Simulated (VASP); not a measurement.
Write the native input for VASP 6.6.1 that does the following.

```yaml
Task: relaxation of cell and atoms
Functional: PBE
Potentials_or_basis: VASP PAW PBE potentials, release 64 (Al, O_h)
Cutoff: 1340 eV
k_mesh: 6 × 6 × 2
Occupations: gaussian, width 0.2 eV
Spin: no spin polarisation
Dipole_correction: no
Further_INCAR_settings: ALGO = Normal; EDIFF = 1e-07; IBRION = 2; EDIFFG = -0.08; NSW = 36; ISIF = 3
```

The structure of AlO6 lies in POSCAR:

```
AlO6
1.0
    2.8500000000      0.0000000000      0.0000000000
   -1.4250000000      2.4681724000      0.0000000000
    0.0000000000      0.0000000000     12.0000000000
Al O
1 6
Direct
    0.0000000000      0.0000000000      0.0000000000
    0.3333333300      0.6666666700      0.6100000000
    0.3333333300      0.6666666700      0.7100000000
    0.6666666700      0.3333333300      0.3900000000
    0.6666666700      0.3333333300      0.2900000000
    0.6666666700      0.3333333300      0.9200000000
    0.3333333300      0.6666666700      0.0800000000
```

One way to write it, as run:

INCAR

```
  PREC = Accurate
  ENCUT = 1340
  EDIFF = 1E-7
  ISMEAR = 0
  SIGMA = 0.2
  LREAL = False
  LASPH = True
  NELM = 120
  ALGO = Normal
  ISIF = 3
  LWAVE = False
  LCHARG = False
  GGA = PE
  IBRION = 2
  NSW = 36
  EDIFFG = -0.08
  GGA_COMPAT = False
  NELMIN = 4
```

KPOINTS

```
Automatic mesh
0
Gamma
  6 6 2
```

Potentials or basis: VASP PAW PBE potentials, release 64 (Al, O_h).

Launch:

```sh
$ cat potpaw_PBE.64/Al/POTCAR potpaw_PBE.64/O_h/POTCAR > POTCAR
$ mpirun -np 1 vasp_std > vasp.out
```

Results of the run:

| Item | Value |
| --- | --- |
| Relaxed volume | 11.91 Å³/atom |
| Relaxed cell | a = 2.835 Å, b = 2.835 Å, c = 11.970 Å, α = 90.00°, β = 90.00°, γ = 120.00° |
| Space group after relaxing (to 0.1 Å) | P-3m1 (No. 164) |
| Energy gained by relaxing | 4.4 meV/atom |
| Ionic steps | 7 |
| Pressure after relaxing | 0.3 GPa |
| Largest force after relaxing | 0.043 eV/Å |
| Band gap on the k mesh | zero (an odd number of electrons rules out a gap without spin polarisation) |

Caveat: the k points lie up to 0.43 Å⁻¹ apart in the final cell, too coarse for converged energies and pressures of a metal; an odd number of electrons without spin polarisation forces a metal; a magnetic or distorted state may lie lower; the relaxation stopped at a loose force limit of 0.08 eV/Å, so its end isn't a converged minimum.

It took 13 min on 1 thread of Intel(R) Xeon(R) Platinum 8259CL CPU @ 2.50GHz (Skylake/Cascade Lake) (shared host), peak memory 0.53 GiB.
